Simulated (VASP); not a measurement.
Crystal: Ta.

```
Ta
1.0
     2.90037    0.00000    0.00000
    -1.45019    2.51180    0.00000
     0.00000    0.00000    5.16627
Ta
2
Direct
  0.66667 0.33333 0.75000
  0.33333 0.66667 0.25000
```

This isn't the form of Ta at room conditions, which is bcc.

```yaml
Program: VASP 6.6.1
Task: relaxation of cell and atoms
Functional: PBEsol
Potentials_or_basis: VASP PAW PBE potentials, release 64 (Ta_pv)
Cutoff: 500 eV
k_mesh: 13 × 13 × 7
Occupations: fermi-dirac, width 0.1 eV
Spin: no spin polarisation
```

At the start: pressure -6.8 GPa; volume 18.82 Å³/atom.

Where does the relaxation end?

Over 6 steps the energy falls by 14.8 meV/atom and the volume is 18.13 Å³/atom (-3.7 %); space group P6_3/mmc (No. 194, to 0.1 Å) before and after.

Step by step:
```
step  energy change (eV)  largest force (eV/Å)  pressure (GPa)  volume (Å³)
   1              0.0000                0.0000           -6.81        37.64
   2              0.1291                0.0000           19.08        33.45
   3             -0.0295                0.0000           -0.20        36.33
   4             -0.0295                0.0000           -0.01        36.29
   5             -0.0295                0.0000            0.14        36.27
   6             -0.0296                0.0000            0.14        36.26
```

Final structure:
```xyz
2
Lattice="2.8680 0.0000 0.0000 -1.4340 2.4838 0.0000 0.0000 0.0000 5.0904" Properties=species:S:1:pos:R:3 pbc="T T T"
Ta    1.4340    0.8279    3.8178
Ta    0.0000    1.6558    1.2726
```

Caveat: the PAW data sets were made with another functional, which shifts forces and pressure a little.
